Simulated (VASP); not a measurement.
# NaTlS2 (P-4m2) in VASP: a series of runs, part 2 of 3

VASP 6.6.1.

### Step 3. Single point, r2SCAN

This run uses another cell than the first one, of 27.96 Å³/atom.

The input, POSCAR:

```
NaTlS2
1.0
    4.1044901769      0.0000000000      0.0000000000
    0.0000000000      4.1044901769      0.0000000000
    0.0000000000      0.0000000000      6.6389352700
Na S Tl
1 2 1
Direct
    0.0000000000      0.0000000000      0.0000000000
    0.0000000000      0.5000000000      0.2708669251
    0.5000000000      0.0000000000      0.7291330749
    0.5000000000      0.5000000000      0.5000000000
```

The input, INCAR.step1:

```
PREC     = Accurate       # precision mode
ENCUT    = 520            # plane-wave cutoff, eV
ISMEAR   = -1             # smearing method
SIGMA    = 0.02           # smearing width, eV
LREAL    = F              # projectors in reciprocal space
LASPH    = T              # aspherical terms in the spheres
NELM     = 100            # most SCF steps
NBANDS   = 24             # bands
GGA      = PE             # functional
ALGO     = Normal         # electronic algorithm
EDIFF    = 1E-4           # SCF threshold, eV
LWAVE    = T              # write WAVECAR
LCHARG   = F              # write CHGCAR
```

The input, INCAR.step2:

```
PREC     = Accurate       # precision mode
ENCUT    = 520            # plane-wave cutoff, eV
EDIFF    = 1E-7           # SCF threshold, eV
ISMEAR   = -1             # smearing method
SIGMA    = 0.02           # smearing width, eV
LREAL    = F              # projectors in reciprocal space
LASPH    = T              # aspherical terms in the spheres
NELM     = 100            # most SCF steps
ALGO     = Normal         # electronic algorithm
ISIF     = 2              # what is computed and relaxed
LWAVE    = F              # write WAVECAR
LCHARG   = F              # write CHGCAR
METAGGA  = R2SCAN         # meta-GGA
LMIXTAU  = T            
NBANDS   = 24             # bands
ISTART   = 1
```

The input, KPOINTS:

```
regular mesh
0
Gamma
  6 6 4
```

Potentials or basis: VASP PAW PBE potentials, release 64 (Na_pv, S, Tl_d).

Started as:

```console
> cat potpaw_PBE.64/Na_pv/POTCAR potpaw_PBE.64/S/POTCAR potpaw_PBE.64/Tl_d/POTCAR > POTCAR
> cp INCAR.step1 INCAR
> mpirun -np 1 vasp_std > vasp.out
> cp INCAR.step2 INCAR
> mpirun -np 1 vasp_std > vasp.out
```

OUTCAR:

```text
PREC = Accurate
   ENCUT = 520
   EDIFF = 1E-7
   ISMEAR = -1
   LREAL = F
   LASPH = T
   NELM = 100
   ISIF = 2
   METAGGA = R2SCAN
   ISTART = 1

 ion  position               nearest neighbor table
   1  0.000  0.000  0.000-   2 2.73   3 2.73   2 2.73   3 2.73
   2  0.000  0.500  0.271-   4 2.55   4 2.55   1 2.73   1 2.73
   3  0.500  0.000  0.729-   4 2.55   4 2.55   1 2.73   1 2.73
   4  0.500  0.500  0.500-   2 2.55   3 2.55   3 2.55   2 2.55

  LATTYP: Found a simple tetragonal cell.
 ALAT       =     4.1044901769
 C/A-ratio  =     1.6174810960

  Lattice vectors:

 A1 = (   4.1044901769,   0.0000000000,   0.0000000000)
 A2 = (   0.0000000000,   4.1044901769,   0.0000000000)
 A3 = (   0.0000000000,   0.0000000000,   6.6389352700)

Analysis of symmetry for initial positions (statically):
=====================================================================
 Subroutine PRICEL returns:
 Original cell was already a primitive cell.

 Routine SETGRP: Setting up the symmetry group for a
 simple tetragonal supercell.

 Subroutine GETGRP returns: Found  8 space group operations
 (whereof  8 operations were pure point group operations)
 out of a pool of 16 trial point group operations.

The static configuration has the point symmetry D_2d.

Analysis of symmetry for dynamics (positions and initial velocities):
=====================================================================
 Subroutine PRICEL returns:
 Original cell was already a primitive cell.

 Routine SETGRP: Setting up the symmetry group for a
 simple tetragonal supercell.

 Subroutine GETGRP returns: Found  8 space group operations
 (whereof  8 operations were pure point group operations)
 out of a pool of 16 trial point group operations.

The dynamic configuration has the point symmetry D_2d.

 Subroutine INISYM returns: Found  8 space group operations
[... 117 lines left out ...]
   EFERMI_NEDOS =   21; number of points for ismear=-14 and -15
   IALGO  =     38    algorithm
   IMIX   =      4    mixing-type and parameters
     AMIX     =   0.40;   BMIX     =  1.00
     AMIX_MAG =   1.60;   BMIX_MAG =  1.00
  volume/ion in A,a.u.               =      27.96       188.69
  Fermi-wavevector in a.u.,A,eV,Ry     =   1.078746  2.038534 15.833004  1.163693
  Thomas-Fermi vector in A             =   2.214693
   LORBIT       =      0    0 simple, 1 ext, 2 COOP (PROOUT), +10 PAW based schemes
   METAGGA = R2SCAN    functional components
   LHFCALC =     F    Hartree Fock is set to
   AEXX    =    0.0000 exact exchange contribution
   IVDW    =     0    specifies the selected vdW correction
   LEPSILON=     F    determine dielectric tensor
   LRPA    =     F    only Hartree local field effects (RPA)
 non-spin polarized calculation
  energy-cutoff  :      520.00
  volume of cell :      111.85
 maximum number of plane-waves:      3039
 NGX is ok and might be reduce to    32
   NGX = 15   NGY = 15   NGZ = 25

 number of electron      32.0000002 magnetization

 Free energy of the ion-electron system (eV)
  ---------------------------------------------------
  ext. energy  EPLUGINS =         0.00000000
  ---------------------------------------------------
  free energy    TOTEN  =       -75.43990567 eV

  energy without entropy =      -75.43990567  energy(sigma->0) =      -75.43990567

 E-fermi :   1.6871     XC(G=0):  -8.6011

 val. band max:        1.1610672595   @ k =   0.0000   0.0000   0.0000
 cond. band min:       2.2563024634   @ k =   0.0000   0.0000   0.0000
 fundamental gap:      1.0952352039
 Fermi energy:         1.6870751105

 k-point     1 :       0.0000    0.0000    0.0000
  band No.  band energies     occupation
      1     -21.8232      2.00000
      2     -21.8232      2.00000
      3     -21.7785      2.00000
      4     -11.3096      2.00000
      5     -11.1916      2.00000
      6      -9.7637      2.00000
[... 637 lines left out ...]
     23       9.5452      0.00000
     24      10.8043      0.00000

 [... further k-points ...]

------------------------ aborting loop because EDIFF is reached ----------------------------------------

  FORCE on cell =-STRESS in cart. coord.  units (eV):
  Direction    XX          YY          ZZ          XY          YZ          ZX
  --------------------------------------------------------------------------------------
  -------------------------------------------------------------------------------------
  Total       -0.0566672     -0.0566672     -0.0723331      0.0000000      0.0000000      0.0000000
  in kB       -0.8117560     -0.8117560     -1.0361696      0.0000000      0.0000000      0.0000000
  external PRESSURE =      -0.8865605 kB  Pullay stress =       0.0000000 kB

 VOLUME and BASIS-vectors are now :
 -----------------------------------------------------------------------------
  energy-cutoff  :      520.00
  volume of cell :      111.85
      direct lattice vectors                 reciprocal lattice vectors
     4.104490177  0.000000000  0.000000000     0.243635618  0.000000000  0.000000000
     0.000000000  4.104490177  0.000000000     0.000000000  0.243635618  0.000000000
     0.000000000  0.000000000  6.638935270     0.000000000  0.000000000  0.150626563

 POSITION                                       TOTAL-FORCE (eV/Angst)
 -----------------------------------------------------------------------------------
      0.00000      0.00000      0.00000        -0.000000     -0.000000      0.000000
      0.00000      2.05225      1.79827        -0.000000     -0.000000     -0.004054
      2.05225      0.00000      4.84067         0.000000     -0.000000      0.004054
      2.05225      2.05225      3.31947        -0.000000      0.000000      0.000000
 -----------------------------------------------------------------------------------
    total drift:                                0.000000      0.000000     -0.000000

  FREE ENERGIE OF THE ION-ELECTRON SYSTEM (eV)
  ---------------------------------------------------
  free  energy   TOTEN  =       -75.4399056716 eV

  energy  without entropy=      -75.4399056716  energy(sigma->0) =      -75.43990567
```

OSZICAR.step1:

```text
N       E                     dE             d eps       ncg     rms          rms(c)
DAV:   1     0.220685556611E+03    0.22069E+03   -0.15070E+04  1456   0.124E+03
DAV:   2     0.190472818041E+01   -0.21878E+03   -0.20583E+03  1560   0.307E+02
DAV:   3    -0.145269366874E+02   -0.16432E+02   -0.16124E+02  1848   0.792E+01
DAV:   4    -0.149283775170E+02   -0.40144E+00   -0.40102E+00  1632   0.135E+01
DAV:   5    -0.149387493716E+02   -0.10372E-01   -0.10371E-01  1928   0.216E+00    0.104E+01
DAV:   6    -0.139280161376E+02    0.10107E+01   -0.14354E+00  1496   0.909E+00    0.811E+00
DAV:   7    -0.139026813038E+02    0.25335E-01   -0.61675E-01  1712   0.423E+00    0.340E+00
DAV:   8    -0.139048678805E+02   -0.21866E-02   -0.55155E-02  1672   0.212E+00    0.775E-01
DAV:   9    -0.139069728287E+02   -0.21049E-02   -0.69275E-03  1680   0.549E-01    0.188E-01
DAV:  10    -0.139079119277E+02   -0.93910E-03   -0.17188E-03  1568   0.341E-01    0.840E-02
DAV:  11    -0.139087651176E+02   -0.85319E-03   -0.84203E-04  1528   0.162E-01    0.261E-02
DAV:  12    -0.139088223264E+02   -0.57209E-04   -0.87205E-05  1376   0.513E-02
   1 F= -.13908822E+02 E0= -.13908822E+02  d E =-.603076E-10
```

Wall time 3.7 min (1 thread of Intel Xeon Platinum 8259CL at 2.50GHz (Skylake/Cascade Lake), shared host); peak memory 0.27 GiB.

Results:

* Free energy: -75.4399 eV
* Pressure: -0.1 GPa
* Largest force: 0.004 eV/Å
* Band gap on the k mesh: 1.10 eV

Forces on the atoms (eV/Å):
```
Na   0.000  0.000  0.000
S    0.000  0.000 -0.004
S    0.000  0.000  0.004
Tl   0.000  0.000  0.000
```

Caveat: the PAW data sets were made with another functional, which shifts forces and pressure a little; spin-orbit coupling is left out, which moves the levels of the heavy elements.

### Step 4. Single point, r2SCAN

This run uses another cell than the first one, of 27.96 Å³/atom.

POSCAR is that of step 3.

The input, INCAR.step1:

```
SYSTEM = NaTlS2
ALGO = Normal ; EDIFF = 1E-4
ENCUT = 520 ; GGA = PE
ISMEAR = 0 ; LASPH = .True.
LCHARG = .False. ; LREAL = .False.
LWAVE = .True. ; NBANDS = 24
NELM = 100 ; PREC = Accurate
SIGMA = 0.01
```

The input, INCAR.step2:

```
SYSTEM = NaTlS2
ALGO = Normal ; EDIFF = 1E-7
ENCUT = 520 ; ISIF = 2
ISMEAR = 0 ; ISTART = 1
LASPH = .True. ; LCHARG = .False.
LMIXTAU = .True. ; LREAL = .False.
LWAVE = .False. ; METAGGA = R2SCAN
NBANDS = 24 ; NELM = 100
PREC = Accurate ; SIGMA = 0.01
```

The input, KPOINTS:

```
k-points
0
Gamma
  6 6 4
  0 0 0
```

Potentials or basis: VASP PAW PBE potentials, release 64 (Na_pv, S, Tl_d).

Started as:

```console
> cat potpaw_PBE.64/Na_pv/POTCAR potpaw_PBE.64/S/POTCAR potpaw_PBE.64/Tl_d/POTCAR > POTCAR
> cp INCAR.step1 INCAR
> mpirun -np 1 vasp_std > vasp.out
> cp INCAR.step2 INCAR
> mpirun -np 1 vasp_std > vasp.out
```

OUTCAR:

```text
SYSTEM = NaTlS2
   EDIFF = 1E-7
   ENCUT = 520
   ISIF = 2
   ISMEAR = 0
   ISTART = 1
   LASPH = .True.
   LREAL = .False.
   METAGGA = R2SCAN
   NELM = 100
   PREC = Accurate

 ion  position               nearest neighbor table
   1  0.000  0.000  0.000-   2 2.73   3 2.73   2 2.73   3 2.73
   2  0.000  0.500  0.271-   4 2.55   4 2.55   1 2.73   1 2.73
   3  0.500  0.000  0.729-   4 2.55   4 2.55   1 2.73   1 2.73
   4  0.500  0.500  0.500-   2 2.55   3 2.55   3 2.55   2 2.55

  LATTYP: Found a simple tetragonal cell.
 ALAT       =     4.1044901769
 C/A-ratio  =     1.6174810960

  Lattice vectors:

 A1 = (   4.1044901769,   0.0000000000,   0.0000000000)
 A2 = (   0.0000000000,   4.1044901769,   0.0000000000)
 A3 = (   0.0000000000,   0.0000000000,   6.6389352700)

Analysis of symmetry for initial positions (statically):
=====================================================================
 Subroutine PRICEL returns:
 Original cell was already a primitive cell.

 Routine SETGRP: Setting up the symmetry group for a
 simple tetragonal supercell.

 Subroutine GETGRP returns: Found  8 space group operations
 (whereof  8 operations were pure point group operations)
 out of a pool of 16 trial point group operations.

The static configuration has the point symmetry D_2d.

Analysis of symmetry for dynamics (positions and initial velocities):
=====================================================================
 Subroutine PRICEL returns:
 Original cell was already a primitive cell.

 Routine SETGRP: Setting up the symmetry group for a
 simple tetragonal supercell.

 Subroutine GETGRP returns: Found  8 space group operations
 (whereof  8 operations were pure point group operations)
 out of a pool of 16 trial point group operations.

The dynamic configuration has the point symmetry D_2d.

 Subroutine INISYM returns: Found  8 space group operations
 (whereof  8 operations are pure point group operations),
 and found     1 'primitive' translations

----------------------------------------------------------------------------------------

                                     Primitive cell

  volume of cell :     111.8451

  direct lattice vectors                    reciprocal lattice vectors
     4.104490177  0.000000000  0.000000000     0.243635618  0.000000000  0.000000000
     0.000000000  4.104490177  0.000000000     0.000000000  0.243635618  0.000000000
     0.000000000  0.000000000  6.638935270     0.000000000  0.000000000  0.150626563

  length of vectors
     4.104490177  4.104490177  6.638935270     0.243635618  0.243635618  0.150626563

  position of ions in fractional coordinates (direct lattice)
     0.000000000  0.000000000  0.000000000
     0.000000000  0.500000000  0.270866925
     0.500000000  0.000000000  0.729133075
     0.500000000  0.500000000  0.500000000

  ion indices of the primitive-cell ions
   primitive index   ion index
                 1           1
                 2           2
                 3           3
                 4           4

----------------------------------------------------------------------------------------

 KPOINTS: k-points

Automatic generation of k-mesh.
 Grid dimensions read from file:
 generate k-points for:    6    6    4

 Generating k-lattice:

  Cartesian coordinates                     Fractional coordinates (reciprocal lattice)
     0.040605936  0.000000000  0.000000000     0.166666667  0.000000000  0.000000000
     0.000000000  0.040605936  0.000000000     0.000000000  0.166666667  0.000000000
     0.000000000  0.000000000  0.037656641     0.000000000  0.000000000  0.250000000

  Length of vectors
     0.040605936  0.040605936  0.037656641

  Shift w.r.t. Gamma in fractional coordinates (k-lattice)
     0.000000000  0.000000000  0.000000000

 Subroutine IBZKPT returns following result:
 ===========================================

 Found     30 irreducible k-points:

 Following reciprocal coordinates:
            Coordinates               Weight
  0.000000  0.000000  0.000000      1.000000
  0.166667  0.000000  0.000000      4.000000
  0.333333  0.000000  0.000000      4.000000
  0.500000  0.000000  0.000000      2.000000
  0.166667  0.166667  0.000000      4.000000
  0.333333  0.166667  0.000000      8.000000
[... 16 lines left out ...]
  0.333333  0.000000  0.500000      4.000000
  0.500000  0.000000  0.500000      2.000000
 [... further k-points ...]
   k-points           NKPTS =     30   k-points in BZ     NKDIM =     30   number of bands    NBANDS=     24
   number of dos      NEDOS =    301   number of ions     NIONS =      4
   total plane-waves  NPLWV =  51200
   dimension x,y,z NGX =    32 NGY =   32 NGZ =   50
   dimension x,y,z NGXF=    64 NGYF=   64 NGZF=  100
   ions per type =               1   2   1
   NGX,Y,Z   is equivalent  to a cutoff of  12.96, 12.96, 12.52 a.u.
   NGXF,Y,Z  is equivalent  to a cutoff of  25.92, 25.92, 25.04 a.u.
 SYSTEM =  NaTlS2
   PREC   = accura    normal or accurate (medium, high low for compatibility)
   ISTART =      1    job   : 0-new  1-cont  2-samecut
   ICHARG =      0    charge: 1-file 2-atom 10-const
   ISPIN  =      1    spin polarized calculation?
   LNONCOLLINEAR =      F non collinear calculations
   LSORBIT =      F    spin-orbit coupling
   LASPH  =      T    aspherical Exc in radial PAW
   ENCUT  =  520.0 eV  38.22 Ry    6.18 a.u.   7.63  7.63 12.34*2*pi/ulx,y,z
   NELM   =    100;   NELMIN=  2; NELMDL=  0     # of ELM steps
   EDIFF  = 0.1E-06   stopping-criterion for ELM
   LREAL  =      F    real-space projection
   EDIFFG = 0.1E-05   stopping-criterion for IOM
   NSW    =      0    number of steps for IOM
   IBRION =     -1    ionic relax: 0-MD 1-quasi-New 2-CG
   NFREE  =      0    steps in history (QN), initial steepest desc. (CG)
   ISIF   =      2    stress and relaxation
   ISYM   =      2    0-nonsym 1-usesym 2-fastsym
   POTIM  = 0.5000    time-step for ionic-motion
   TEBEG  =    0.0;   TEEND  =   0.0 temperature during run
   PSTRESS=    0.0 pullay stress
   NELECT =      32.0000    total number of electrons
   NUPDOWN=      -1.0000    fix difference up-down
   EMIN   =  10.00;   EMAX   =-10.00  energy-range for DOS
   EFERMI =   0.00;   METHOD = LEGACY
   ISMEAR =     0;   SIGMA  =   0.01  broadening in eV -4-tet -1-fermi 0-gaus
   EFERMI_NEDOS =   21; number of points for ismear=-14 and -15
   IALGO  =     38    algorithm
   IMIX   =      4    mixing-type and parameters
     AMIX     =   0.40;   BMIX     =  1.00
     AMIX_MAG =   1.60;   BMIX_MAG =  1.00
  volume/ion in A,a.u.               =      27.96       188.69
  Fermi-wavevector in a.u.,A,eV,Ry     =   1.078746  2.038534 15.833004  1.163693
  Thomas-Fermi vector in A             =   2.214693
   LORBIT       =      0    0 simple, 1 ext, 2 COOP (PROOUT), +10 PAW based schemes
   METAGGA = R2SCAN    functional components
   LHFCALC =     F    Hartree Fock is set to
   AEXX    =    0.0000 exact exchange contribution
   IVDW    =     0    specifies the selected vdW correction
   LEPSILON=     F    determine dielectric tensor
   LRPA    =     F    only Hartree local field effects (RPA)
 non-spin polarized calculation
 Gauss-broadening in eV      SIGMA  =   0.01
  energy-cutoff  :      520.00
  volume of cell :      111.85
 maximum number of plane-waves:      3039
 NGX is ok and might be reduce to    32
   NGX = 15   NGY = 15   NGZ = 25

 number of electron      32.0000002 magnetization

 Free energy of the ion-electron system (eV)
  ---------------------------------------------------
  ext. energy  EPLUGINS =         0.00000000
  ---------------------------------------------------
  free energy    TOTEN  =       -75.43990567 eV

  energy without entropy =      -75.43990567  energy(sigma->0) =      -75.43990567

 E-fermi :   1.2200     XC(G=0):  -8.6011

 val. band max:        1.1610672596   @ k =   0.0000   0.0000   0.0000
 cond. band min:       2.2563024634   @ k =   0.0000   0.0000   0.0000
 fundamental gap:      1.0952352038
 Fermi energy:         1.2199602382

 k-point     1 :       0.0000    0.0000    0.0000
  band No.  band energies     occupation
      1     -21.8232      2.00000
      2     -21.8232      2.00000
      3     -21.7785      2.00000
      4     -11.3096      2.00000
      5     -11.1916      2.00000
      6      -9.7637      2.00000
[... 637 lines left out ...]
     23       9.5452      0.00000
     24      10.8043      0.00000

 [... further k-points ...]

------------------------ aborting loop because EDIFF is reached ----------------------------------------

  FORCE on cell =-STRESS in cart. coord.  units (eV):
  Direction    XX          YY          ZZ          XY          YZ          ZX
  --------------------------------------------------------------------------------------
  -------------------------------------------------------------------------------------
  Total       -0.0566672     -0.0566672     -0.0723331      0.0000000      0.0000000      0.0000000
  in kB       -0.8117560     -0.8117560     -1.0361689      0.0000000      0.0000000      0.0000000
  external PRESSURE =      -0.8865603 kB  Pullay stress =       0.0000000 kB

 VOLUME and BASIS-vectors are now :
 -----------------------------------------------------------------------------
  energy-cutoff  :      520.00
  volume of cell :      111.85
      direct lattice vectors                 reciprocal lattice vectors
     4.104490177  0.000000000  0.000000000     0.243635618  0.000000000  0.000000000
     0.000000000  4.104490177  0.000000000     0.000000000  0.243635618  0.000000000
     0.000000000  0.000000000  6.638935270     0.000000000  0.000000000  0.150626563

 POSITION                                       TOTAL-FORCE (eV/Angst)
 -----------------------------------------------------------------------------------
      0.00000      0.00000      0.00000        -0.000000      0.000000      0.000000
      0.00000      2.05225      1.79827         0.000000      0.000000     -0.004054
      2.05225      0.00000      4.84067        -0.000000      0.000000      0.004054
      2.05225      2.05225      3.31947         0.000000      0.000000      0.000000
 -----------------------------------------------------------------------------------
    total drift:                                0.000000      0.000000     -0.000000

  FREE ENERGIE OF THE ION-ELECTRON SYSTEM (eV)
  ---------------------------------------------------
  free  energy   TOTEN  =       -75.4399056716 eV

  energy  without entropy=      -75.4399056716  energy(sigma->0) =      -75.43990567
```

Wall time 3.9 min (1 thread of Intel Xeon Platinum 8259CL at 2.50GHz (Skylake/Cascade Lake), shared host); peak memory 0.28 GiB.

What came out:

```
Free energy            : -75.4399 eV
Pressure               : -0.1 GPa
Largest force          : 0.004 eV/Å
Band gap on the k mesh : 1.10 eV
```

Forces on the atoms (eV/Å):
```
Na   0.000  0.000  0.000
S    0.000  0.000 -0.004
S    0.000  0.000  0.004
Tl   0.000  0.000  0.000
```

Caveat: the PAW data sets were made with another functional, which shifts forces and pressure a little; spin-orbit coupling is left out, which moves the levels of the heavy elements.

[end of part 2 of 3]
